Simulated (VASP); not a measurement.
# S (Fm-3m) in VASP: further runs

Runs on S. Level: LDA. Tasks: single point, relaxation of cell and atoms.

All numbers are computed with VASP 6.6.1; they aren't measurements. Logs are shortened: lines on timing, memory, paths and dates and some standing lists are left out, and cuts for length are marked.

## (1) The cell of the first run

The structure is cubic, space group Fm-3m (No. 225). The conventional cell has a = 3.891 Å, b = 3.891 Å, c = 3.891 Å, α = 90.00°, β = 90.00°, γ = 90.00°. S (site symmetry m-3m) has 12 S at 2.75 Å within 3.6 Å.

## (2) Single point, LDA

File INCAR:

```
PREC = Accurate
ENCUT = 520
EDIFF = 1E-7
ISMEAR = -1
SIGMA = 0.08
LREAL = False
LASPH = True
NELM = 100
ALGO = Normal
ISIF = 2
LWAVE = False
LCHARG = False
NBANDS = 9
```

File KPOINTS:

```
Automatic mesh
0
Gamma
  16 16 16
```

File POSCAR:

```
S
1.0
    0.0000000000      1.9457338642      1.9457338642
    1.9457338642      0.0000000000      1.9457338642
    1.9457338642      1.9457338642      0.0000000000
S
1
Direct
    0.0000000000      0.0000000000      0.0000000000
```

Potentials or basis: VASP PAW LDA potentials, release 64 (S).

The run is started by

```sh
> cat potpaw_LDA.64/S/POTCAR > POTCAR
> mpirun -np 1 vasp_std > vasp.out
```

OUTCAR:

```text
PREC = Accurate
   ENCUT = 520
   EDIFF = 1E-7
   ISMEAR = -1
   LREAL = False
   LASPH = True
   NELM = 100
   ISIF = 2

 ion  position               nearest neighbor table
   1  0.000  0.000  0.000-

  LATTYP: Found a face centered cubic cell.
 ALAT       =     3.8914677284

  Lattice vectors:

 A1 = (   0.0000000000,   1.9457338642,   1.9457338642)
 A2 = (   1.9457338642,   0.0000000000,   1.9457338642)
 A3 = (   1.9457338642,   1.9457338642,   0.0000000000)

Analysis of symmetry for initial positions (statically):
=====================================================================
 Subroutine PRICEL returns:
 Original cell was already a primitive cell.

 Routine SETGRP: Setting up the symmetry group for a
 face centered cubic supercell.

 Subroutine GETGRP returns: Found 48 space group operations
 (whereof 48 operations were pure point group operations)
 out of a pool of 48 trial point group operations.

The static configuration has the point symmetry O_h .

Analysis of symmetry for dynamics (positions and initial velocities):
=====================================================================
 Subroutine PRICEL returns:
 Original cell was already a primitive cell.

 Routine SETGRP: Setting up the symmetry group for a
 face centered cubic supercell.

 Subroutine GETGRP returns: Found 48 space group operations
 (whereof 48 operations were pure point group operations)
 out of a pool of 48 trial point group operations.

The dynamic configuration has the point symmetry O_h .

 Subroutine INISYM returns: Found 48 space group operations
 (whereof 48 operations are pure point group operations),
 and found     1 'primitive' translations

----------------------------------------------------------------------------------------

                                     Primitive cell

  volume of cell :      14.7326

  direct lattice vectors                    reciprocal lattice vectors
     0.000000000  1.945733864  1.945733864    -0.256972451  0.256972451  0.256972451
     1.945733864  0.000000000  1.945733864     0.256972451 -0.256972451  0.256972451
     1.945733864  1.945733864  0.000000000     0.256972451  0.256972451 -0.256972451

  length of vectors
     2.751683220  2.751683220  2.751683220     0.445089341  0.445089341  0.445089341

  position of ions in fractional coordinates (direct lattice)
[... 71 lines left out ...]
   ISPIN  =      1    spin polarized calculation?
   LNONCOLLINEAR =      F non collinear calculations
   LSORBIT =      F    spin-orbit coupling
   LASPH  =      T    aspherical Exc in radial PAW
   ENCUT  =  520.0 eV  38.22 Ry    6.18 a.u.   5.12  5.12  5.12*2*pi/ulx,y,z
   NELM   =    100;   NELMIN=  2; NELMDL= -5     # of ELM steps
   EDIFF  = 0.1E-06   stopping-criterion for ELM
   LREAL  =      F    real-space projection
   EDIFFG = 0.1E-05   stopping-criterion for IOM
   NSW    =      0    number of steps for IOM
   IBRION =     -1    ionic relax: 0-MD 1-quasi-New 2-CG
   NFREE  =      0    steps in history (QN), initial steepest desc. (CG)
   ISIF   =      2    stress and relaxation
   ISYM   =      2    0-nonsym 1-usesym 2-fastsym
   POTIM  = 0.5000    time-step for ionic-motion
   TEBEG  =    0.0;   TEEND  =   0.0 temperature during run
   PSTRESS=    0.0 pullay stress
   NELECT =       6.0000    total number of electrons
   NUPDOWN=      -1.0000    fix difference up-down
   EMIN   =  10.00;   EMAX   =-10.00  energy-range for DOS
   EFERMI =   0.00;   METHOD = LEGACY
   ISMEAR =    -1;   SIGMA  =   0.08  broadening in eV -4-tet -1-fermi 0-gaus
   EFERMI_NEDOS =   21; number of points for ismear=-14 and -15
   IALGO  =     38    algorithm
   IMIX   =      4    mixing-type and parameters
     AMIX     =   0.40;   BMIX     =  1.00
     AMIX_MAG =   1.60;   BMIX_MAG =  1.00
  volume/ion in A,a.u.               =      14.73        99.42
  Fermi-wavevector in a.u.,A,eV,Ry     =   1.213478  2.293140 20.034963  1.472528
  Thomas-Fermi vector in A             =   2.348929
   LORBIT       =      0    0 simple, 1 ext, 2 COOP (PROOUT), +10 PAW based schemes
   GGA     = CA    functional components
   LHFCALC =     F    Hartree Fock is set to
   AEXX    =    0.0000 exact exchange contribution
   IVDW    =     0    specifies the selected vdW correction
   LEPSILON=     F    determine dielectric tensor
   LRPA    =     F    only Hartree local field effects (RPA)
 non-spin polarized calculation
  energy-cutoff  :      520.00
  volume of cell :       14.73
 maximum number of plane-waves:       415
   NGX = 11   NGY = 11   NGZ = 11

 number of electron       5.9999998 magnetization

 Free energy of the ion-electron system (eV)
  ---------------------------------------------------
  ext. energy  EPLUGINS =         0.00000000
  ---------------------------------------------------
  free energy    TOTEN  =        -3.70201323 eV

  energy without entropy =       -3.68858825  energy(sigma->0) =       -3.69530074

 E-fermi :   8.4415     XC(G=0): -11.6828

 val. band max:        8.4398934832   @ k =  -0.3750   0.3125   0.0625
 cond. band min:       8.4459929528   @ k =  -0.4375   0.3125   0.0000
 fundamental gap:      0.0060994696
 Fermi energy:         8.4415315849

 k-point     1 :       0.0000    0.0000    0.0000
  band No.  band energies     occupation
      1      -8.9887      2.00000
      2      12.0110      0.00000
      3      12.0110      0.00000
      4      12.0110      0.00000
      5      20.5748      0.00000
      6      20.5748      0.00000
      7      20.5748      0.00000
      8      23.8213      0.00000
      9      26.2933      0.00000
[... 265 lines left out ...]
 k-point    24 :      -0.0625    0.0625    0.0000
  band No.  band energies     occupation
      1      -8.7233      2.00000
      2      10.7983      0.00000
      3      11.3795      0.00000
      4      11.9873      0.00000
      5      20.1432      0.00000
      6      20.8491      0.00000
      7      21.2353      0.00000
      8      24.4742      0.00000
      9      25.0823      0.00000

 [... further k-points ...]
[... 5 lines left out ...]
  --------------------------------------------------------------------------------------
  -------------------------------------------------------------------------------------
  Total       -0.0028675     -0.0028675     -0.0028675     -0.0000000      0.0000000      0.0000000
  in kB       -0.3118364     -0.3118364     -0.3118364     -0.0000000      0.0000000      0.0000000
  external PRESSURE =      -0.3118364 kB  Pullay stress =       0.0000000 kB

 VOLUME and BASIS-vectors are now :
 -----------------------------------------------------------------------------
  energy-cutoff  :      520.00
  volume of cell :       14.73
      direct lattice vectors                 reciprocal lattice vectors
     0.000000000  1.945733864  1.945733864    -0.256972451  0.256972451  0.256972451
     1.945733864  0.000000000  1.945733864     0.256972451 -0.256972451  0.256972451
     1.945733864  1.945733864  0.000000000     0.256972451  0.256972451 -0.256972451

 POSITION                                       TOTAL-FORCE (eV/Angst)
 -----------------------------------------------------------------------------------
      0.00000      0.00000      0.00000         0.000000      0.000000     -0.000000
 -----------------------------------------------------------------------------------
    total drift:                                0.000000     -0.000000     -0.000000

  FREE ENERGIE OF THE ION-ELECTRON SYSTEM (eV)
  ---------------------------------------------------
  free  energy   TOTEN  =        -3.7020132346 eV

  energy  without entropy=       -3.6885882470  energy(sigma->0) =       -3.69530074
```

OSZICAR:

```text
N       E                     dE             d eps       ncg     rms          rms(c)
DAV:   1     0.682175823482E+01    0.68218E+01   -0.30170E+03  2693   0.565E+02
DAV:   2    -0.351161742682E+01   -0.10333E+02   -0.98736E+01  3902   0.785E+01
DAV:   3    -0.370592146520E+01   -0.19430E+00   -0.19303E+00  3034   0.916E+00
DAV:   4    -0.370641135456E+01   -0.48989E-03   -0.48983E-03  3667   0.520E-01
DAV:   5    -0.370641198517E+01   -0.63060E-06   -0.63100E-06  3095   0.157E-02    0.853E+00
DAV:   6    -0.370281065707E+01    0.36013E-02   -0.45425E-03  2872   0.345E-01    0.508E+00
DAV:   7    -0.370212031631E+01    0.69034E-03   -0.61310E-03  2755   0.410E-01    0.136E-01
DAV:   8    -0.370201291119E+01    0.10741E-03   -0.37305E-04  2826   0.103E-01    0.144E-02
DAV:   9    -0.370201320005E+01   -0.28886E-06   -0.27275E-06  3128   0.129E-02    0.454E-03
DAV:  10    -0.370201323455E+01   -0.34501E-07   -0.13056E-07  2148   0.206E-03
   1 F= -.37020132E+01 E0= -.36953007E+01  d E =-.134250E-01
```

stdout:

```text
POSCAR found type information on POSCAR S
 POSCAR found :  1 types and       1 ions
 scaLAPACK will be used
 LDA part: xc-table for (Slater(with rela. corr.)+CA(PZ))
 , standard interpolation
 POSCAR, INCAR and KPOINTS ok, starting setup
 FFT: planning ... GRIDC
 FFT: planning ... GRID_SOFT
 FFT: planning ... GRID
 WAVECAR not read
 entering main loop
```

Run time: 24 s. Hardware: 1 thread of Intel Xeon 6975P-C, shared host; peak memory 0.12 GiB.

What came out:

| Property | Result |
| --- | --- |
| Free energy | -3.7020 eV |
| Pressure | 0.0 GPa |
| Band gap on the k mesh | zero (band 3 reaches 12.01 eV, above the bottom of band 4 at 5.54 eV) |

Levels at points of the mesh, in eV from the Fermi level:
```csv
k point,band 1,band 2,band 3,band 4,band 5,band 6,band 7
"(0.00, 0.00, 0.00)",-17.43,3.57,3.57,3.57,12.13,12.13,12.13
"(0.50, 0.00, 0.00)",-12.82,-8.11,2.13,2.13,9.66,11.29,11.29
"(0.50, 0.50, 0.00)",-10.93,-7.01,-0.91,-0.91,5.11,5.52,22.61
```

## (3) Single point, LDA

File INCAR:

```
PREC = Accurate ; ENCUT = 520
EDIFF = 1E-6 ; ISMEAR = -1
SIGMA = 0.08 ; LREAL = False
LASPH = True ; NELM = 100
ALGO = Normal ; ISIF = 2
LWAVE = False ; LCHARG = False
GGA = CA ; NBANDS = 9
```

File KPOINTS:

```
regular mesh
0
Gamma
  16 16 16
```

POSCAR is that of step 2.

Potentials or basis: VASP PAW LDA potentials, release 64 (S).

The run is started by

```sh
> cat potpaw_LDA.64/S/POTCAR > POTCAR
> mpirun -np 1 vasp_std > vasp.out
```

Wall time 26 s (1 thread of Intel Xeon 6975P-C, shared host); peak memory 0.12 GiB.

It converged, with:

* Free energy: -3.7020 eV
* Pressure: 0.0 GPa
* Band gap on the k mesh: zero (band 3 reaches 12.01 eV, above the bottom of band 4 at 5.54 eV)

Levels at points of the mesh, in eV from the Fermi level:
```
           k point  band 1  band 2  band 3  band 4  band 5  band 6
(0.00, 0.00, 0.00)  -17.43    3.57    3.57    3.57   12.13   12.13
(0.50, 0.00, 0.00)  -12.82   -8.11    2.13    2.13    9.66   11.29
(0.50, 0.50, 0.00)  -10.93   -7.01   -0.91   -0.91    5.11    5.52
```

## (4) Relaxation of cell and atoms, LDA

This run uses another cell than the first one, of 17.00 Å³/atom, 1.154 times its volume.

File INCAR:

```
SYSTEM = S
  ALGO = Normal
  EDIFF = 1E-6
  EDIFFG = -0.005
  ENCUT = 600
  IBRION = 2
  ISIF = 3
  ISMEAR = -1
  LASPH = .True.
  LCHARG = .False.
  LREAL = .False.
  LWAVE = .False.
  NELM = 100
  NSW = 60
  PREC = Accurate
  SIGMA = 0.08
```

File KPOINTS:

```
k-points
0
Gamma
  16 16 16
  0 0 0
```

File POSCAR:

```
S
1.0
    0.0000000000      2.0408275510      2.0408275510
    2.0408275510      0.0000000000      2.0408275510
    2.0408275510      2.0408275510      0.0000000000
S
1
Direct
    0.0000000000      0.0000000000      0.0000000000
```

The run is started by

```sh
> cat potpaw_LDA.64/S/POTCAR > POTCAR
> mpirun -np 1 vasp_std > vasp.out
```

It took 65 s on 1 thread of Intel Xeon 6975P-C, shared host; peak memory 0.14 GiB.

Results (log left out):

```
Free energy                            : -3.7022 eV
Relaxed volume                         : 14.73 Å³/atom
Relaxed cell                           : a = 2.751 Å, b = 2.751 Å, c = 2.751 Å, α = 60.00°, β = 60.00°, γ = 60.00°
Space group after relaxing (to 0.05 Å) : Fm-3m (No. 225)
Energy gained by relaxing              : 86.1 meV/atom
Ionic steps                            : 3
Pressure after relaxing                : 0.0 GPa
Band gap on the k mesh                 : zero (band 3 reaches 12.02 eV, above the bottom of band 4 at 5.54 eV)
```

The path:
```tsv
step	energy change (eV)	largest force (eV/Å)	pressure (GPa)	volume (Å³)
1	0.0000	0.0000	-10.79	17.00
2	-0.0826	0.0000	2.90	14.34
3	-0.0861	0.0000	0.05	14.73
```

Final structure:
```
S
1.0
     0.00000    1.94546    1.94546
     1.94546    0.00000    1.94546
     1.94546    1.94546    0.00000
S
1
Direct
  0.00000 0.00000 0.00000
```

Levels at points of the mesh, in eV from the Fermi level:
| k point | band 1 | band 2 | band 3 | band 4 | band 5 | band 6 | band 7 |
| --- | --- | --- | --- | --- | --- | --- | --- |
| (0.00, 0.00, 0.00) | -17.43 | 3.57 | 3.57 | 3.57 | 12.13 | 12.13 | 12.13 |
| (0.50, 0.00, 0.00) | -12.82 | -8.11 | 2.13 | 2.13 | 9.66 | 11.29 | 11.29 |
| (0.50, 0.50, 0.00) | -10.93 | -7.01 | -0.91 | -0.91 | 5.11 | 5.51 | 22.62 |
